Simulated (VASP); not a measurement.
# CsCl (Pm-3m) in VASP: notebook

CsCl is run at these levels: LDA; tasks: vibrations by perturbation theory.

All numbers are computed with VASP 6.6.1; they aren't measurements. Logs are shortened: lines on timing, memory, paths and dates and some standing lists are left out, and cuts for length are marked.

## 1. The cell of the first run

It takes space group Pm-3m (No. 221, cubic). Conventional cell: a = 3.816 Å, b = 3.816 Å, c = 3.816 Å, α = 90.00°, β = 90.00°, γ = 90.00°. Cs (site symmetry m-3m) has 8 Cl at 3.30 Å and 6 Cs at 3.82 Å within 4.3 Å. Cl (site symmetry m-3m) has 8 Cs at 3.30 Å and 6 Cl at 3.82 Å within 4.3 Å.

## 2. Vibrations by perturbation theory, LDA

INCAR reads:

```
SYSTEM = CsCl
ALGO = Normal
EDIFF = 1E-8
ENCUT = 500
GGA = CA
GGA_COMPAT = .FALSE.
IBRION = 8
ISIF = 2
ISMEAR = 0
LASPH = .TRUE.
LCHARG = .FALSE.
LEPSILON = .TRUE.
LREAL = .FALSE.
LWAVE = .FALSE.
NELM = 120
NSW = 1
PREC = Accurate
SIGMA = 0.01
```

KPOINTS reads:

```
k-points
0
G
  6 6 6
  0 0 0
```

POSCAR reads:

```
CsCl
1.0
    3.8158934414      0.0000000000      0.0000000000
    0.0000000000      3.8158934414      0.0000000000
    0.0000000000      0.0000000000      3.8158934414
Cs Cl
1 1
Direct
    0.0000000000      0.0000000000      0.0000000000
    0.5000000000      0.5000000000      0.5000000000
```

Potentials or basis: VASP PAW LDA potentials, release 64 (Cs_sv, Cl).

On the command line:

```
$ cat potpaw_LDA.64/Cs_sv/POTCAR potpaw_LDA.64/Cl/POTCAR > POTCAR
$ mpirun -np 1 vasp_std > vasp.out
```

OUTCAR:

```text
SYSTEM = CsCl
   EDIFF = 1E-8
   ENCUT = 500
   GGA = CA
   IBRION = 8
   ISIF = 2
   ISMEAR = 0
   LASPH = .TRUE.
   LEPSILON = .TRUE.
   LREAL = .FALSE.
   NELM = 120
   NSW = 1
   PREC = Accurate

 ion  position               nearest neighbor table
   1  0.000  0.000  0.000-
   2  0.500  0.500  0.500-

  LATTYP: Found a simple cubic cell.
 ALAT       =     3.8158934414

  Lattice vectors:

 A1 = (   3.8158934414,   0.0000000000,   0.0000000000)
 A2 = (   0.0000000000,   3.8158934414,   0.0000000000)
 A3 = (   0.0000000000,   0.0000000000,   3.8158934414)

Analysis of symmetry for initial positions (statically):
=====================================================================
 Subroutine PRICEL returns:
 Original cell was already a primitive cell.

 Routine SETGRP: Setting up the symmetry group for a
 simple cubic supercell.

 Subroutine GETGRP returns: Found 48 space group operations
 (whereof 48 operations were pure point group operations)
 out of a pool of 48 trial point group operations.

The static configuration has the point symmetry O_h .

Analysis of symmetry for dynamics (positions and initial velocities):
=====================================================================
 Subroutine PRICEL returns:
 Original cell was already a primitive cell.

 Routine SETGRP: Setting up the symmetry group for a
 simple cubic supercell.

 Subroutine GETGRP returns: Found 48 space group operations
 (whereof 48 operations were pure point group operations)
 out of a pool of 48 trial point group operations.

The dynamic configuration has the point symmetry O_h .

 Subroutine INISYM returns: Found 48 space group operations
 (whereof 48 operations are pure point group operations),
 and found     1 'primitive' translations

----------------------------------------------------------------------------------------

                                     Primitive cell

  volume of cell :      55.5634

  direct lattice vectors                    reciprocal lattice vectors
     3.815893441  0.000000000  0.000000000     0.262061825  0.000000000  0.000000000
     0.000000000  3.815893441  0.000000000     0.000000000  0.262061825  0.000000000
     0.000000000  0.000000000  3.815893441     0.000000000  0.000000000  0.262061825

  length of vectors
     3.815893441  3.815893441  3.815893441     0.262061825  0.262061825  0.262061825

  position of ions in fractional coordinates (direct lattice)
     0.000000000  0.000000000  0.000000000
     0.500000000  0.500000000  0.500000000

  ion indices of the primitive-cell ions
   primitive index   ion index
                 1           1
                 2           2

----------------------------------------------------------------------------------------

 KPOINTS: k-points

Automatic generation of k-mesh.
 Grid dimensions read from file:
 generate k-points for:    6    6    6

[... 440 lines left out ...]
           3.819843    -0.000000    -0.000000
           0.000000     3.819843     0.000000
           0.000000     0.000000     3.819843
 ------------------------------------------------------

 Free energy of the ion-electron system (eV)
  ---------------------------------------------------
  ---------------------------------------------------
  free energy    TOTEN  =        -0.40474449 eV

  energy without entropy =       -0.40474449

------------------------ aborting loop because EDIFF is reached ----------------------------------------

--------------------------------------- Ionic step        2  -------------------------------------------

------------------------ aborting loop because EDIFF is reached ----------------------------------------

--------------------------------------- Ionic step        3  -------------------------------------------

------------------------ aborting loop because EDIFF is reached ----------------------------------------

 PIEZOELECTRIC TENSOR FIELD DIRECTION 3  (e Angst)
 -----------------------------------------------------------------------------
    -0.00015  0.00000  0.00000           (  0.00001  0.00000  0.00000)
     0.00000 -0.00015 -0.00000           (  0.00000  0.00001 -0.00000)
     0.00000 -0.00000 -0.00333           (  0.00000 -0.00000  0.00002)

 PIEZOELECTRIC TENSOR FIELD DIRECTION 3  (C/m^2)
 -----------------------------------------------------------------------------
    -0.00004  0.00000  0.00000
     0.00000 -0.00004 -0.00000
     0.00000 -0.00000 -0.00096

--------------------------------------- Ionic step        4  -------------------------------------------

------------------------ aborting loop because EDIFF is reached ----------------------------------------

[... ionic steps 5 to 6 ...]

--------------------------------------- Ionic step        7  -------------------------------------------

 Free energy of the ion-electron system (eV)
  ---------------------------------------------------
  ---------------------------------------------------
  free energy    TOTEN  =        -0.19339615 eV

  energy without entropy =       -0.19339615

------------------------ aborting loop because EDIFF is reached ----------------------------------------

 INTERNAL STRAIN TENSOR  FOR ION    2  DIRECTION 1   (eV/Angst):
 -----------------------------------------------------------------------------
     0.01920 -0.00000  0.00000
    -0.00000  0.00109  0.00000
     0.00000  0.00000  0.00109

 MACROSCOPIC STATIC DIELECTRIC TENSOR (including local field effects in DFT)
 ------------------------------------------------------
           3.443488    -0.000000     0.000000
          -0.000000     3.443488     0.000000
          -0.000000    -0.000000     3.443488
 ------------------------------------------------------

 PIEZOELECTRIC TENSOR (including local field effects)  for field in x, y, z        (e  Angst)
          XX          YY          ZZ          XY          YZ          ZX
  --------------------------------------------------------------------------------
  x     0.00000     0.00000     0.00000     0.00000     0.00000     0.00000
  y     0.00000     0.00000     0.00000     0.00000     0.00000     0.00000
  z     0.00000     0.00000     0.00000     0.00000     0.00000     0.00000

 PIEZOELECTRIC TENSOR (including local field effects)  for field in x, y, z        (C/m^2)
          XX          YY          ZZ          XY          YZ          ZX
  --------------------------------------------------------------------------------
  x     0.00000     0.00000     0.00000     0.00000     0.00000     0.00000
  y     0.00000     0.00000     0.00000     0.00000     0.00000     0.00000
  z     0.00000     0.00000     0.00000     0.00000     0.00000     0.00000

 BORN EFFECTIVE CHARGES (including local field effects) (in |e|, cummulative output)
 ---------------------------------------------------------------------------------
 ion    1
    1     1.37883    -0.00000    -0.00000
    2    -0.00000     1.37883     0.00000
    3     0.00000     0.00000     1.37883
 ion    2
    1    -1.37883     0.00000     0.00000
    2     0.00000    -1.37883     0.00000
    3     0.00000     0.00000    -1.37883

 INTERNAL STRAIN TENSOR FOR ION    2 for displacements in x,y,z  (eV/Angst):
          X           Y           Z          XY          YZ          ZX
  --------------------------------------------------------------------------------
  x     0.00000     0.00000     0.00000     0.00000     0.00000     0.00000
  y     0.00000     0.00000     0.00000     0.00000     0.00000     0.00000
  z     0.00000     0.00000     0.00000     0.00000     0.00000     0.00000

 SECOND DERIVATIVES (NOT SYMMETRIZED)
 ------------------------------------
               1X          1Y          1Z          2X          2Y          2Z
  1X    -2.381990    0.000000   -0.000000    2.381990   -0.000000    0.000000
  1Y     0.000000   -2.381990    0.000000   -0.000000    2.381990   -0.000000
  1Z     0.000000    0.000000   -2.381990   -0.000000   -0.000000    2.381990
  2X     2.390863   -0.000000   -0.000000   -2.390863    0.000000    0.000000
  2Y    -0.000000    2.390863    0.000000    0.000000   -2.390863   -0.000000
  2Z    -0.000000   -0.000000    2.390863    0.000000    0.000000   -2.390863

 Eigenvectors and eigenvalues of the dynamical matrix
 ----------------------------------------------------

   1 f  =    4.567514 THz    28.698538 2PiTHz  152.355872 cm-1    18.889712 meV
             X         Y         Z           dx          dy          dz
      0.000000  0.000000  0.000000     0.458225    0.000000    0.000000
      1.907947  1.907947  1.907947    -0.888836    0.000000    0.000000
[... 21 lines left out ...]
   6 f/i=    0.003458 THz     0.021730 2PiTHz    0.115362 cm-1     0.014303 meV
             X         Y         Z           dx          dy          dz
      0.000000  0.000000  0.000000     0.000000    0.000000   -0.888836
      1.907947  1.907947  1.907947    -0.000000    0.000000   -0.458225

--------------------------------------------------------------------------------------------------------

 MACROSCOPIC STATIC DIELECTRIC TENSOR IONIC CONTRIBUTION
 ------------------------------------------------------
           2.594481     0.000000    -0.000000
           0.000000     2.594481    -0.000000
          -0.000000    -0.000000     2.594481
 ------------------------------------------------------

 ELASTIC MODULI CONTR FROM IONIC RELAXATION (kBar)
 Direction    XX          YY          ZZ          XY          YZ          ZX
 --------------------------------------------------------------------------------
 XX           0.0000      0.0000      0.0000      0.0000      0.0000      0.0000
 YY           0.0000      0.0000      0.0000      0.0000      0.0000      0.0000
 ZZ           0.0000      0.0000      0.0000      0.0000      0.0000      0.0000
 XY           0.0000      0.0000      0.0000      0.0000      0.0000      0.0000
 YZ           0.0000      0.0000      0.0000      0.0000      0.0000      0.0000
 ZX           0.0000      0.0000      0.0000      0.0000      0.0000      0.0000
 --------------------------------------------------------------------------------

 PIEZOELECTRIC TENSOR IONIC CONTR  for field in x, y, z        (C/m^2)
          XX          YY          ZZ          XY          YZ          ZX
  --------------------------------------------------------------------------------
  x     0.00000     0.00000     0.00000     0.00000     0.00000     0.00000
  y     0.00000     0.00000     0.00000     0.00000     0.00000     0.00000
  z     0.00000     0.00000     0.00000     0.00000     0.00000     0.00000
```

It took 1.7 min on 1 thread of Intel Xeon 6975P-C (Granite Rapids), shared host; peak memory 0.2 GiB.

Results:

```
Electronic dielectric tensor (diagonal)                 : 3.44
Born charges (mean of the diagonal)                     : Cs +1.38; Cl -1.38 e
Highest phonon frequency at Γ, LO-TO splitting left out : 152 cm⁻¹
```

Phonon frequencies in cm⁻¹ (negative: imaginary):
| q point | frequencies |
| --- | --- |
| (0.000, 0.000, 0.000) | 0 0 0 152 152 152 |

Electronic dielectric tensor:
```
3.44 0.00 0.00
0.00 3.44 0.00
0.00 0.00 3.44
```

Born effective charge tensors (e):
atom 1, Cs
```
1.38 0.00 0.00
0.00 1.38 0.00
0.00 0.00 1.38
```
atom 2, Cl
```
-1.38  0.00  0.00
 0.00 -1.38  0.00
 0.00  0.00 -1.38
```

Caveat: the cell wasn't relaxed at this level first, which shifts response properties; spin-orbit coupling is left out, which moves the levels of the heavy elements.

(Continued in part 2 of 3.)
